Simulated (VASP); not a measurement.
# ZnSe (Cmme) in VASP: notebook

The runs below take ZnSe through single point, with PBEsol.

All numbers are computed with VASP 6.6.1; they aren't measurements. Logs are shortened: lines on timing, memory, paths and dates and some standing lists are left out, and cuts for length are marked.

## Step 1: The cell of the first run

The structure is orthorhombic, space group Cmme (No. 67). The conventional cell has a = 5.770 Å, b = 5.848 Å, c = 6.070 Å, α = 90.00°, β = 90.00°, γ = 90.00°. Zn (site symmetry 222) has 4 Se at 2.54 Å and 4 Zn at 2.89 to 2.92 Å within 3.4 Å. Se (site symmetry mm2) has 4 Zn at 2.54 Å within 3.4 Å.

## Step 2: Single point, PBEsol

INCAR

```
SYSTEM = ZnSe
PREC = Accurate
ENCUT = 520
EDIFF = 1E-6
ISMEAR = -1
SIGMA = 0.02
LREAL = .FALSE.
LASPH = .TRUE.
NELM = 80
ALGO = Normal
ISIF = 2
LWAVE = .FALSE.
LCHARG = .TRUE.
GGA = PS
LELF = .TRUE.
LVHAR = .TRUE.
NBANDS = 26
```

KPOINTS

```
regular mesh
0
G
  6 6 4
  0 0 0
```

POSCAR

```
ZnSe
1.0
    4.1077020000      0.0273846800      0.0000000000
    0.0273846800      4.1077020000      0.0000000000
    0.0000000000      0.0000000000      6.0703500000
Zn Se
2 2
Direct
    0.0000000000      0.0000000000      0.0000000000
    0.5000000000      0.5000000000      0.0000000000
    0.0000000000      0.5000000000      0.2462800000
    0.5000000000      0.0000000000      0.7537200000
```

Potentials or basis: VASP PAW PBE potentials, release 64 (Zn, Se).

The run is started by

```
$ cat potpaw_PBE.64/Zn/POTCAR potpaw_PBE.64/Se/POTCAR > POTCAR
$ mpirun -np 1 vasp_std > vasp.out
```

OUTCAR:

```text
SYSTEM = ZnSe
   PREC = Accurate
   ENCUT = 520
   EDIFF = 1E-6
   ISMEAR = -1
   LREAL = .FALSE.
   LASPH = .TRUE.
   NELM = 80
   ISIF = 2
   GGA = PS

 ion  position               nearest neighbor table
   1  0.000  0.000  0.000-   3 2.54   4 2.54   3 2.54   4 2.54   2 2.89   2 2.89   2 2.92   2 2.92

   2  0.500  0.500  0.000-   3 2.54   4 2.54   4 2.54   3 2.54   1 2.89   1 2.89   1 2.92   1 2.92

   3  0.000  0.500  0.246-   1 2.54   2 2.54   1 2.54   2 2.54
   4  0.500  0.000  0.754-   1 2.54   2 2.54   2 2.54   1 2.54

  LATTYP: Found a base centered orthorhombic cell.
 ALAT       =     5.7704400927
 B/A-ratio  =     1.0134228188
 C/A-ratio  =     1.0519734894

  Lattice vectors:

 A1 = (  -0.0273846800,  -4.1077020000,   0.0000000000)
 A2 = (   4.1077020000,   0.0273846800,   0.0000000000)
 A3 = (   0.0000000000,   0.0000000000,   6.0703500000)

Analysis of symmetry for initial positions (statically):
=====================================================================
 Subroutine PRICEL returns:
 Original cell was already a primitive cell.

 Routine SETGRP: Setting up the symmetry group for a
 base centered orthorhombic supercell.

 Subroutine GETGRP returns: Found  8 space group operations
 (whereof  4 operations were pure point group operations)
 out of a pool of  8 trial point group operations.

The static configuration has the point symmetry D_2 .
 The point group associated with its full space group is D_2h.

Analysis of symmetry for dynamics (positions and initial velocities):
=====================================================================
 Subroutine PRICEL returns:
 Original cell was already a primitive cell.

 Routine SETGRP: Setting up the symmetry group for a
 base centered orthorhombic supercell.

 Subroutine GETGRP returns: Found  8 space group operations
 (whereof  4 operations were pure point group operations)
 out of a pool of  8 trial point group operations.

The dynamic configuration has the point symmetry D_2 .
 The point group associated with its full space group is D_2h.

 Subroutine INISYM returns: Found  8 space group operations
 (whereof  4 operations are pure point group operations),
 and found     1 'primitive' translations

----------------------------------------------------------------------------------------

                                     Primitive cell

  volume of cell :     102.4218

  direct lattice vectors                    reciprocal lattice vectors
     4.107702000  0.027384680  0.000000000     0.243455939 -0.001623040  0.000000000
     0.027384680  4.107702000  0.000000000    -0.001623040  0.243455939  0.000000000
     0.000000000  0.000000000  6.070350000     0.000000000  0.000000000  0.164735147

  length of vectors
     4.107793281  4.107793281  6.070350000     0.243461349  0.243461349  0.164735147

  position of ions in fractional coordinates (direct lattice)
     0.000000000  0.000000000  0.000000000
     0.500000000  0.500000000  0.000000000
     0.000000000  0.500000000  0.246280000
     0.500000000  0.000000000  0.753720000

  ion indices of the primitive-cell ions
   primitive index   ion index
                 1           1
                 2           2
                 3           3
                 4           4

----------------------------------------------------------------------------------------

 KPOINTS: regular mesh

Automatic generation of k-mesh.
 Grid dimensions read from file:
 generate k-points for:    6    6    4

 Generating k-lattice:

  Cartesian coordinates                     Fractional coordinates (reciprocal lattice)
     0.040575990 -0.000270507  0.000000000     0.166666667 -0.000000000  0.000000000
    -0.000270507  0.040575990  0.000000000    -0.000000000  0.166666667  0.000000000
     0.000000000  0.000000000  0.041183787     0.000000000  0.000000000  0.250000000

  Length of vectors
     0.040576891  0.040576891  0.041183787

  Shift w.r.t. Gamma in fractional coordinates (k-lattice)
     0.000000000  0.000000000  0.000000000

 Subroutine IBZKPT returns following result:
 ===========================================

 Found     39 irreducible k-points:

 Following reciprocal coordinates:
            Coordinates               Weight
  0.000000  0.000000  0.000000      1.000000
  0.166667  0.000000  0.000000      4.000000
  0.333333  0.000000  0.000000      4.000000
  0.500000 -0.000000  0.000000      2.000000
  0.166667  0.166667  0.000000      2.000000
  0.333333  0.166667  0.000000      4.000000
[... 16 lines left out ...]
  0.333333  0.333333  0.250000      4.000000
  0.500000  0.333333  0.250000      8.000000
 [... further k-points ...]
   k-points           NKPTS =     39   k-points in BZ     NKDIM =     39   number of bands    NBANDS=     26
   number of dos      NEDOS =    301   number of ions     NIONS =      4
   total plane-waves  NPLWV =  49152
   dimension x,y,z NGX =    32 NGY =   32 NGZ =   48
   dimension x,y,z NGXF=    64 NGYF=   64 NGZF=   96
   ions per type =               2   2
   NGX,Y,Z   is equivalent  to a cutoff of  12.95, 12.95, 13.15 a.u.
   NGXF,Y,Z  is equivalent  to a cutoff of  25.90, 25.90, 26.29 a.u.
 SYSTEM =  ZnSe
   PREC   = accura    normal or accurate (medium, high low for compatibility)
   ISTART =      0    job   : 0-new  1-cont  2-samecut
   ICHARG =      2    charge: 1-file 2-atom 10-const
   ISPIN  =      1    spin polarized calculation?
   LNONCOLLINEAR =      F non collinear calculations
   LSORBIT =      F    spin-orbit coupling
   LASPH  =      T    aspherical Exc in radial PAW
   ENCUT  =  520.0 eV  38.22 Ry    6.18 a.u.   7.64  7.64 11.29*2*pi/ulx,y,z
   NELM   =     80;   NELMIN=  2; NELMDL= -5     # of ELM steps
   EDIFF  = 0.1E-05   stopping-criterion for ELM
   LREAL  =      F    real-space projection
   EDIFFG = 0.1E-04   stopping-criterion for IOM
   NSW    =      0    number of steps for IOM
   IBRION =     -1    ionic relax: 0-MD 1-quasi-New 2-CG
   NFREE  =      0    steps in history (QN), initial steepest desc. (CG)
   ISIF   =      2    stress and relaxation
   ISYM   =      2    0-nonsym 1-usesym 2-fastsym
   POTIM  = 0.5000    time-step for ionic-motion
   TEBEG  =    0.0;   TEEND  =   0.0 temperature during run
   PSTRESS=    0.0 pullay stress
   NELECT =      36.0000    total number of electrons
   NUPDOWN=      -1.0000    fix difference up-down
   EMIN   =  10.00;   EMAX   =-10.00  energy-range for DOS
   EFERMI =   0.00;   METHOD = LEGACY
   ISMEAR =    -1;   SIGMA  =   0.02  broadening in eV -4-tet -1-fermi 0-gaus
   EFERMI_NEDOS =   21; number of points for ismear=-14 and -15
   IALGO  =     38    algorithm
   IMIX   =      4    mixing-type and parameters
     AMIX     =   0.40;   BMIX     =  1.00
     AMIX_MAG =   1.60;   BMIX_MAG =  1.00
  volume/ion in A,a.u.               =      25.61       172.79
  Fermi-wavevector in a.u.,A,eV,Ry     =   1.155345  2.183285 18.161347  1.334821
  Thomas-Fermi vector in A             =   2.291974
   LORBIT       =      0    0 simple, 1 ext, 2 COOP (PROOUT), +10 PAW based schemes
   GGA     = PS    functional components
   LHFCALC =     F    Hartree Fock is set to
   AEXX    =    0.0000 exact exchange contribution
   IVDW    =     0    specifies the selected vdW correction
   LEPSILON=     F    determine dielectric tensor
   LRPA    =     F    only Hartree local field effects (RPA)
 non-spin polarized calculation
  energy-cutoff  :      520.00
  volume of cell :      102.42
 maximum number of plane-waves:      2776
 NGX is ok and might be reduce to    32
   NGX = 15   NGY = 15   NGZ = 23

 number of electron      35.9999985 magnetization

 Free energy of the ion-electron system (eV)
  ---------------------------------------------------
  ext. energy  EPLUGINS =         0.00000000
  ---------------------------------------------------
  free energy    TOTEN  =       -12.83090598 eV

  energy without entropy =      -12.83090598  energy(sigma->0) =      -12.83090598

 E-fermi :   0.9445     XC(G=0):  -8.8401

 val. band max:        0.5445781575   @ k =   0.0000   0.0000   0.0000
 cond. band min:       2.3781177074   @ k =   0.0000   0.0000   0.0000
 fundamental gap:      1.8335395499
 Fermi energy:         0.9444814660

 k-point     1 :       0.0000    0.0000    0.0000
  band No.  band energies     occupation
      1     -12.3767      2.00000
      2     -11.4504      2.00000
      3      -6.1903      2.00000
      4      -6.1636      2.00000
      5      -6.1020      2.00000
      6      -6.0827      2.00000
[... 18 lines left out ...]
     25      10.3326      0.00000
     26      10.8023      0.00000

 k-point     2 :       0.1667    0.0000    0.0000
  band No.  band energies     occupation
      1     -12.2663      2.00000
      2     -11.4490      2.00000
      3      -6.1635      2.00000
      4      -6.1202      2.00000
      5      -6.0646      2.00000
      6      -6.0405      2.00000
[... 18 lines left out ...]
     25       9.0200      0.00000
     26       9.2571      0.00000

 k-point     3 :       0.3333    0.0000    0.0000
  band No.  band energies     occupation
      1     -11.9864      2.00000
      2     -11.4954      2.00000
      3      -6.0858      2.00000
      4      -5.9856      2.00000
      5      -5.9521      2.00000
      6      -5.9433      2.00000
[... 18 lines left out ...]
     25       7.8931      0.00000
     26       8.0900      0.00000

 k-point     4 :       0.5000   -0.0000    0.0000
  band No.  band energies     occupation
      1     -11.6799      2.00000
      2     -11.6799      2.00000
      3      -5.9563      2.00000
      4      -5.9563      2.00000
      5      -5.8620      2.00000
      6      -5.8620      2.00000
[... 18 lines left out ...]
     25       7.8256      0.00000
     26       7.8256      0.00000

 k-point     5 :       0.1667    0.1667    0.0000
  band No.  band energies     occupation
      1     -12.1634      2.00000
      2     -11.4385      2.00000
      3      -6.2281      2.00000
      4      -6.0505      2.00000
      5      -6.0018      2.00000
      6      -5.9960      2.00000
[... 18 lines left out ...]
     25       7.2009      0.00000
     26       9.7499      0.00000

 k-point     6 :       0.3333    0.1667    0.0000
  band No.  band energies     occupation
      1     -11.9018      2.00000
      2     -11.4616      2.00000
      3      -6.2048      2.00000
      4      -5.9656      2.00000
      5      -5.9537      2.00000
      6      -5.8881      2.00000
[... 427 lines left out ...]
 k-point    21 :      -0.3333    0.1667    0.2500
  band No.  band energies     occupation
      1     -11.8633      2.00000
      2     -11.4974      2.00000
      3      -6.1819      2.00000
      4      -5.9472      2.00000
      5      -5.9298      2.00000
      6      -5.9000      2.00000
[... 18 lines left out ...]
     25       8.1190      0.00000
     26       9.2460      0.00000

 k-point    22 :      -0.1667    0.1667    0.2500
  band No.  band energies     occupation
      1     -12.1128      2.00000
      2     -11.4970      2.00000
      3      -6.2042      2.00000
      4      -6.0315      2.00000
      5      -6.0098      2.00000
      6      -6.0076      2.00000
[... 18 lines left out ...]
     25       7.1877      0.00000
     26       9.4344      0.00000

 k-point    23 :       0.3333    0.3333    0.2500
  band No.  band energies     occupation
      1     -11.6710      2.00000
      2     -11.4393      2.00000
      3      -6.2725      2.00000
      4      -5.9916      2.00000
      5      -5.9223      2.00000
      6      -5.8972      2.00000
[... 18 lines left out ...]
     25       8.8379      0.00000
     26       9.2981      0.00000

 k-point    24 :       0.5000    0.3333    0.2500
  band No.  band energies     occupation
      1     -11.4932      2.00000
      2     -11.4826      2.00000
      3      -6.2050      2.00000
      4      -6.1689      2.00000
      5      -5.8534      2.00000
      6      -5.8367      2.00000
[... 18 lines left out ...]
     25       9.4864      0.00000
     26       9.5801      0.00000

 [... further k-points ...]
[... 5 lines left out ...]
  --------------------------------------------------------------------------------------
  -------------------------------------------------------------------------------------
  Total       -1.7826592     -1.7826592     -1.3754064     -0.1228455      0.0000000      0.0000000
  in kB      -27.8860261    -27.8860261    -21.5153957     -1.9216637      0.0000000      0.0000000
  external PRESSURE =     -25.7624826 kB  Pullay stress =       0.0000000 kB

 VOLUME and BASIS-vectors are now :
 -----------------------------------------------------------------------------
  energy-cutoff  :      520.00
  volume of cell :      102.42
      direct lattice vectors                 reciprocal lattice vectors
     4.107702000  0.027384680  0.000000000     0.243455939 -0.001623040  0.000000000
     0.027384680  4.107702000  0.000000000    -0.001623040  0.243455939  0.000000000
     0.000000000  0.000000000  6.070350000     0.000000000  0.000000000  0.164735147

 POSITION                                       TOTAL-FORCE (eV/Angst)
 -----------------------------------------------------------------------------------
      0.00000      0.00000      0.00000         0.000000      0.000000      0.000000
      2.06754      2.06754      0.00000        -0.000000      0.000000      0.000000
      0.01369      2.05385      1.49501         0.000000      0.000000     -0.352692
      2.05385      0.01369      4.57534        -0.000000      0.000000      0.352692
 -----------------------------------------------------------------------------------
    total drift:                                0.000000     -0.000000     -0.000000

  FREE ENERGIE OF THE ION-ELECTRON SYSTEM (eV)
  ---------------------------------------------------
  free  energy   TOTEN  =       -12.8309059793 eV

  energy  without entropy=      -12.8309059793  energy(sigma->0) =      -12.83090598
```

Wall time 88 s (1 thread of AMD EPYC 9R45 (Zen 5), shared host); peak memory 0.23 GiB.

Results:

* Free energy: -12.8309 eV
* Pressure: -2.6 GPa
* Largest force: 0.353 eV/Å
* Band gap on the k mesh: 1.83 eV, direct

Forces in eV/Å, atoms in the order of the input:
```
Zn   0.000  0.000  0.000
Zn   0.000  0.000  0.000
Se   0.000  0.000 -0.353
Se   0.000  0.000  0.353
```

Levels at points of the mesh, in eV from the valence-band top:
```
           k point  band 14  band 15  band 16  band 17  band 18  band 19  band 20  band 21  band 22  band 23
(0.00, 0.00, 0.00)    -2.17    -2.16    -0.04    -0.03     0.00     1.83     1.86     2.91     5.69     5.77
(0.50, 0.00, 0.00)    -4.48    -1.54    -1.54    -0.79    -0.79     3.40     3.40     5.84     5.84     6.51
(0.50, 0.50, 0.00)    -4.19    -2.22    -2.18    -2.08    -2.02     3.30     3.36     3.48     3.58    10.22
(0.00, 0.00, 0.50)    -2.03    -2.02    -1.16    -0.31    -0.28     1.96     3.26     3.59     5.16     6.32
(0.50, 0.00, 0.50)    -4.80    -0.80    -0.80    -0.75    -0.75     2.56     2.56     5.75     5.75     6.11
(0.50, 0.50, 0.50)    -4.05    -2.50    -2.44    -2.41    -2.40     4.49     4.58     4.74     4.84     8.01
```

Caveat: the PAW data sets were made with another functional, which shifts forces and pressure a little. A hybrid or GW would open this gap; PBEsol tends to underestimate it.

(Part 1 of 2 ends here.)
